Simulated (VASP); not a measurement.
# MgO in VASP: notebook, part 2 of 2

VASP 6.6.1.

## 3. Single point, PBE

The input, INCAR:

```
PREC = Accurate ; ENCUT = 520
EDIFF = 1E-6 ; ISMEAR = 0
SIGMA = 0.05 ; LREAL = F
LASPH = T ; NELM = 100
ALGO = Normal ; ISIF = 2
LWAVE = F ; LCHARG = F
GGA = PE ; NBANDS = 26
```

The input, KPOINTS:

```
regular mesh
0
Gamma
  8 8 8
```

The input, POSCAR:

```
MgO
1.0
    3.5213164963      0.0000000000      0.0000000000
    1.7606582482     -3.0495495405     -4.2393824239
    1.7606582481      3.0495495406     -4.2393824239
Mg O
4 4
Direct
    0.8750000000      0.4583333333      0.7916666667
    0.3750000000      0.9583333333      0.2916666667
    0.1250000000      0.5416666667      0.2083333333
    0.6250000000      0.0416666667      0.7083333333
    0.6250000000      0.7083333333      0.0416666667
    0.1250000000      0.2083333333      0.5416666667
    0.3750000000      0.2916666667      0.9583333333
    0.8750000000      0.7916666667      0.4583333333
```

Potentials or basis: VASP PAW PBE potentials, release 64 (Mg, O).

Run with:

```bash
$ cat potpaw_PBE.64/Mg/POTCAR potpaw_PBE.64/O/POTCAR > POTCAR
$ mpirun -np 1 vasp_std > vasp.out
```

OUTCAR:

```text
PREC = Accurate
   ENCUT = 520
   EDIFF = 1E-6
   ISMEAR = 0
   LREAL = F
   LASPH = T
   NELM = 100
   ISIF = 2
   GGA = PE

 ion  position               nearest neighbor table
   1  0.875  0.458  0.792-   7 2.03   7 2.03   8 2.03   6 2.12   5 2.12   4 2.94   3 2.94   4 2.94
                             3 2.94   4 2.94   3 2.94   2 3.52   2 3.52   2 3.52   2 3.52
   2  0.375  0.958  0.292-   8 2.03   8 2.03   7 2.03   6 2.12   5 2.12   3 2.94   4 2.94   3 2.94
                             4 2.94   3 2.94   4 2.94   1 3.52   1 3.52   1 3.52   1 3.52
   3  0.125  0.542  0.208-   5 2.03   5 2.03   6 2.03   8 2.12   7 2.12   2 2.94   1 2.94   2 2.94
                             1 2.94   2 2.94   1 2.94   4 3.52   4 3.52   4 3.52   4 3.52
   4  0.625  0.042  0.708-   6 2.03   6 2.03   5 2.03   8 2.12   7 2.12   1 2.94   2 2.94   1 2.94
                             2 2.94   1 2.94   2 2.94   3 3.52   3 3.52   3 3.52   3 3.52
   5  0.625  0.708  0.042-   3 2.03   3 2.03   4 2.03   2 2.12   1 2.12
   6  0.125  0.208  0.542-   4 2.03   4 2.03   3 2.03   2 2.12   1 2.12
   7  0.375  0.292  0.958-   1 2.03   1 2.03   2 2.03   4 2.12   3 2.12
   8  0.875  0.792  0.458-   2 2.03   2 2.03   1 2.03   4 2.12   3 2.12

  LATTYP: Found a body centered orthorhombic cell.
 ALAT       =     3.5213164963
 B/A-ratio  =     1.7320508076
 C/A-ratio  =     2.4078394705

  Lattice vectors:

 A1 = (  -1.7606582482,   3.0495495405,   4.2393824239)
 A2 = (   1.7606582482,  -3.0495495406,   4.2393824239)
 A3 = (   1.7606582481,   3.0495495406,  -4.2393824239)

Analysis of symmetry for initial positions (statically):
=====================================================================
 Subroutine PRICEL returns following result:

  LATTYP: Found a hexagonal cell.
 ALAT       =     3.5213164963
 C/A-ratio  =     1.2039197352

  Lattice vectors:

 A1 = (   1.7606582481,   3.0495495406,   0.0000000000)
 A2 = (   1.7606582482,  -3.0495495406,   0.0000000000)
 A3 = (   0.0000000000,   0.0000000000,  -4.2393824239)

   2 primitive cells build up your supercell.

 Routine SETGRP: Setting up the symmetry group for a
 body centered orthorhombic supercell.

 Subroutine GETGRP returns: Found  8 space group operations
 (whereof  4 operations were pure point group operations)
 out of a pool of  8 trial point group operations.

The static configuration has the point symmetry C_2h.
 The point group associated with its full space group is D_2h.

Analysis of symmetry for dynamics (positions and initial velocities):
=====================================================================
 Subroutine PRICEL returns following result:

  LATTYP: Found a hexagonal cell.
 ALAT       =     3.5213164963
 C/A-ratio  =     1.2039197352

  Lattice vectors:

 A1 = (   1.7606582481,   3.0495495406,   0.0000000000)
 A2 = (   1.7606582482,  -3.0495495406,   0.0000000000)
 A3 = (   0.0000000000,   0.0000000000,  -4.2393824239)

   2 primitive cells build up your supercell.

 Routine SETGRP: Setting up the symmetry group for a
 body centered orthorhombic supercell.

 Subroutine GETGRP returns: Found  8 space group operations
 (whereof  4 operations were pure point group operations)
 out of a pool of  8 trial point group operations.

[... 64 lines left out ...]
  0.250000  0.000000  0.000000      4.000000
  0.375000 -0.000000 -0.000000      4.000000
  0.500000  0.000000  0.000000      2.000000
  0.000000  0.125000  0.000000      4.000000
[... 16 lines left out ...]
  0.125000  0.375000  0.000000      8.000000
  0.250000  0.375000  0.000000      8.000000
 [... further k-points ...]
   k-points           NKPTS =     95   k-points in BZ     NKDIM =     95   number of bands    NBANDS=     26
   number of dos      NEDOS =    301   number of ions     NIONS =      8
   total plane-waves  NPLWV =  49392
   dimension x,y,z NGX =    28 NGY =   42 NGZ =   42
   dimension x,y,z NGXF=    56 NGYF=   84 NGZF=   84
   ions per type =               4   4
   NGX,Y,Z   is equivalent  to a cutoff of  13.22, 12.67, 12.67 a.u.
   NGXF,Y,Z  is equivalent  to a cutoff of  26.44, 25.34, 25.34 a.u.
 SYSTEM =  unknown system
   PREC   = accura    normal or accurate (medium, high low for compatibility)
   ISTART =      0    job   : 0-new  1-cont  2-samecut
   ICHARG =      2    charge: 1-file 2-atom 10-const
   ISPIN  =      1    spin polarized calculation?
   LNONCOLLINEAR =      F non collinear calculations
   LSORBIT =      F    spin-orbit coupling
   LASPH  =      T    aspherical Exc in radial PAW
   ENCUT  =  520.0 eV  38.22 Ry    6.18 a.u.   6.55 10.25 10.25*2*pi/ulx,y,z
   NELM   =    100;   NELMIN=  2; NELMDL= -5     # of ELM steps
   EDIFF  = 0.1E-05   stopping-criterion for ELM
   LREAL  =      F    real-space projection
   EDIFFG = 0.1E-04   stopping-criterion for IOM
   NSW    =      0    number of steps for IOM
   IBRION =     -1    ionic relax: 0-MD 1-quasi-New 2-CG
   NFREE  =      0    steps in history (QN), initial steepest desc. (CG)
   ISIF   =      2    stress and relaxation
   ISYM   =      2    0-nonsym 1-usesym 2-fastsym
   POTIM  = 0.5000    time-step for ionic-motion
   TEBEG  =    0.0;   TEEND  =   0.0 temperature during run
   PSTRESS=    0.0 pullay stress
   NELECT =      32.0000    total number of electrons
   NUPDOWN=      -1.0000    fix difference up-down
   EMIN   =  10.00;   EMAX   =-10.00  energy-range for DOS
   EFERMI =   0.00;   METHOD = LEGACY
   ISMEAR =     0;   SIGMA  =   0.05  broadening in eV -4-tet -1-fermi 0-gaus
   EFERMI_NEDOS =   21; number of points for ismear=-14 and -15
   IALGO  =     38    algorithm
   IMIX   =      4    mixing-type and parameters
     AMIX     =   0.40;   BMIX     =  1.00
     AMIX_MAG =   1.60;   BMIX_MAG =  1.00
  volume/ion in A,a.u.               =      11.38        76.80
  Fermi-wavevector in a.u.,A,eV,Ry     =   1.155315  2.183229 18.160411  1.334753
  Thomas-Fermi vector in A             =   2.291944
   LORBIT       =      0    0 simple, 1 ext, 2 COOP (PROOUT), +10 PAW based schemes
   GGA     = PE    functional components
   LHFCALC =     F    Hartree Fock is set to
   AEXX    =    0.0000 exact exchange contribution
   IVDW    =     0    specifies the selected vdW correction
   LEPSILON=     F    determine dielectric tensor
   LRPA    =     F    only Hartree local field effects (RPA)
 non-spin polarized calculation
 Gauss-broadening in eV      SIGMA  =   0.05
  energy-cutoff  :      520.00
  volume of cell :       91.05
 maximum number of plane-waves:      2484
 NGX is ok and might be reduce to    28
   NGX = 13   NGY = 21   NGZ = 21

 number of electron      31.9999985 magnetization

 Free energy of the ion-electron system (eV)
  ---------------------------------------------------
  ext. energy  EPLUGINS =         0.00000000
  ---------------------------------------------------
  free energy    TOTEN  =       -47.35037901 eV

  energy without entropy =      -47.35037901  energy(sigma->0) =      -47.35037901

 E-fermi :   1.9995     XC(G=0):  -9.9235

 val. band max:        1.7911552860   @ k =   0.0000   0.0000   0.0000
 cond. band min:       5.0487859335   @ k =   0.0000   0.0000   0.0000
 fundamental gap:      3.2576306475
 Fermi energy:         1.9995482574

 k-point     1 :       0.0000    0.0000    0.0000
  band No.  band energies     occupation
      1     -15.0020      2.00000
      2     -14.0860      2.00000
      3     -14.0860      2.00000
      4     -13.6968      2.00000
      5      -1.9666      2.00000
      6      -1.9666      2.00000
[... 685 lines left out ...]
     25      14.5304      0.00000
     26      14.8118      0.00000

 [... further k-points ...]

------------------------ aborting loop because EDIFF is reached ----------------------------------------

  FORCE on cell =-STRESS in cart. coord.  units (eV):
  Direction    XX          YY          ZZ          XY          YZ          ZX
  --------------------------------------------------------------------------------------
  -------------------------------------------------------------------------------------
  Total       -0.2945688     -0.2946954     -0.3856260      0.0000000      0.0000000     -0.0000000
  in kB       -5.1835109     -5.1857391     -6.7858381      0.0000000      0.0000000     -0.0000000
  external PRESSURE =      -5.7183627 kB  Pullay stress =       0.0000000 kB

 VOLUME and BASIS-vectors are now :
 -----------------------------------------------------------------------------
  energy-cutoff  :      520.00
  volume of cell :       91.05
      direct lattice vectors                 reciprocal lattice vectors
     3.521316496  0.000000000  0.000000000     0.283984697  0.000000000  0.117941707
     1.760658248 -3.049549541 -4.239382424     0.000000000 -0.163958642 -0.117941707
     1.760658248  3.049549541 -4.239382424     0.000000000  0.163958642 -0.117941707

 POSITION                                       TOTAL-FORCE (eV/Angst)
 -----------------------------------------------------------------------------------
      5.28197      1.01652     -5.29923        -0.000000      0.000003      0.000000
      3.52132     -2.03303     -5.29923        -0.000000      0.000003      0.000000
      1.76066     -1.01652     -3.17954         0.000000     -0.000003      0.000000
      3.52132      2.03303     -3.17954         0.000000     -0.000003      0.000000
      3.52132     -2.03303     -3.17954        -0.000000      0.000016      0.000000
      1.76066      1.01652     -3.17954        -0.000000      0.000016      0.000000
      3.52132      2.03303     -5.29923         0.000000     -0.000016      0.000000
      5.28197     -1.01652     -5.29923         0.000000     -0.000016      0.000000
 -----------------------------------------------------------------------------------
    total drift:                               -0.000000     -0.000000      0.000000

  FREE ENERGIE OF THE ION-ELECTRON SYSTEM (eV)
  ---------------------------------------------------
  free  energy   TOTEN  =       -47.3503790117 eV

  energy  without entropy=      -47.3503790117  energy(sigma->0) =      -47.35037901
```

Run time: 5.3 min. Hardware: 1 thread of AMD EPYC 7R43 (Zen 3), shared host; peak memory 0.28 GiB.

What came out:

* Free energy: -47.3504 eV
* Pressure: -0.6 GPa
* Band gap on the k mesh: 3.26 eV

Stress tensor (GPa, compression positive):
```
-0.52  0.00  0.00
 0.00 -0.52  0.00
 0.00  0.00 -0.68
```

Levels at points of the mesh, in eV from the valence-band top:
```csv
k point,band 14,band 15,band 16,band 17,band 18,band 19
"(0.00, 0.00, 0.00)",-0.77,-0.77,0.00,3.26,7.20,7.20
"(0.50, 0.00, 0.00)",-1.18,-0.55,-0.55,7.02,7.02,8.65
"(0.00, 0.50, 0.00)",-0.84,-0.42,-0.42,5.61,5.61,8.61
"(0.50, 0.50, 0.00)",-0.78,-0.78,-0.52,6.90,7.20,7.20
"(0.00, 0.50, 0.50)",-1.24,-1.24,-0.52,6.27,6.27,6.90
```

A k mesh can miss the band edges.
